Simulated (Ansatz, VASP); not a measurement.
# Al12H in VASP and in Ansatz

INCAR

```
ALGO = Normal
DIPOL = 0.5 0.5 0.307
EDIFF = 1E-6
ENCUT = 520
GGA = PE
IDIPOL = 3
ISIF = 2
ISMEAR = 0
ISPIN = 2
LASPH = T
LCHARG = F
LDIPOL = T
LORBIT = 11
LREAL = F
LWAVE = F
MAGMOM = 0 0 0 0 0 0 0 0 0 0 0 0 1
NBANDS = 34
NELM = 150
PREC = Accurate
SIGMA = 0.1
```

File KPOINTS:

```
k-points
0
Gamma
  6 6 1
```

Contents of POSCAR:

```
Al12H
1.0
    5.7135165838      0.0000000000      0.0000000000
   -2.8567582919      4.9480505065      0.0000000000
    0.0000000000      0.0000000000     21.6013781936
Al H
12 1
Direct
    0.3333333333      0.1666666667      0.1851733702
    0.3333333333      0.6666666667      0.1851733702
    0.8333333333      0.1666666667      0.1851733702
    0.8333333333      0.6666666667      0.1851733702
    0.1666666667      0.3333333333      0.2916813828
    0.1666666667      0.8333333333      0.2916813828
    0.6666666667      0.3333333333      0.2916813828
    0.6666666667      0.8333333333      0.2916813828
    0.0000000000      0.0000000000      0.3981865470
    0.0000000000      0.5000000000      0.3981865470
    0.5000000000      0.0000000000      0.3981865470
    0.5000000000      0.5000000000      0.3981865470
    0.3333333333     -0.3333333333      0.4940137661
```

Input for Ansatz:

```yaml
crystal:
  lattice:
    - [5.7135165838, 0.0, 0.0]
    - [-2.8567582919, 4.9480505065, 0.0]
    - [0.0, 0.0, 21.6013781936]
  atoms:
    - { symbol: Al, position: [0.3333333333, 0.1666666667, 0.1851733702] }
    - { symbol: Al, position: [0.3333333333, 0.6666666667, 0.1851733702] }
    - { symbol: Al, position: [0.8333333333, 0.1666666667, 0.1851733702] }
    - { symbol: Al, position: [0.8333333333, 0.6666666667, 0.1851733702] }
    - { symbol: Al, position: [0.1666666667, 0.3333333333, 0.2916813828] }
    - { symbol: Al, position: [0.1666666667, 0.8333333333, 0.2916813828] }
    - { symbol: Al, position: [0.6666666667, 0.3333333333, 0.2916813828] }
    - { symbol: Al, position: [0.6666666667, 0.8333333333, 0.2916813828] }
    - { symbol: Al, position: [0.0, 0.0, 0.398186547] }
    - { symbol: Al, position: [0.0, 0.5, 0.398186547] }
    - { symbol: Al, position: [0.5, 0.0, 0.398186547] }
    - { symbol: Al, position: [0.5, 0.5, 0.398186547] }
    - { symbol: H, position: [0.3333333333, -0.3333333333, 0.4940137661], spin: 1.0 }
basis:
  ecutwfc: 420
kpoints:
  mp_grid: { grid: [6, 6, 1] }
hamiltonian:
  xc: pbe
  pseudopotentials: { kind: paw, azcp: { folder: soft_1 } }
scf:
  occupations: { method: gaussian, width: 0.1 }
output:
  forces: true
  eigenvalues: true
  populations: true
magnetization:
  spin_polarized: true
efield:
  axis: 3
  dipole_correction: true
  ramp_width: 0.04
```

Alike in both runs: task single point; functional PBE; k mesh 6 × 6 × 1; occupations gaussian, width 0.1 eV; collinear spin.

|  | VASP | Ansatz |
| --- | --- | --- |
| version | VASP 6.6.1 | Ansatz 0.2.0 |
| potentials or method | VASP PAW PBE potentials, release 64 (Al, H), cutoff 520 eV | scalar-relativistic, plane waves, PAW |
| valence electrons in the cell | 37 | 37 |

```csv
,VASP,Ansatz,Ansatz less VASP
gap on the k mesh at the Fermi level (eV),none,none,-
rms of the force components (eV/Å),0.271,0.271,+0.0001
net moment per atom (μB),0.00,0.00,0.000
```

Atom by atom the forces differ by 0.000 eV/Å (rms over components). A gap of «none» marks a metal or a gap that the smearing closes. Ansatz's warnings: seeded moment not kept.
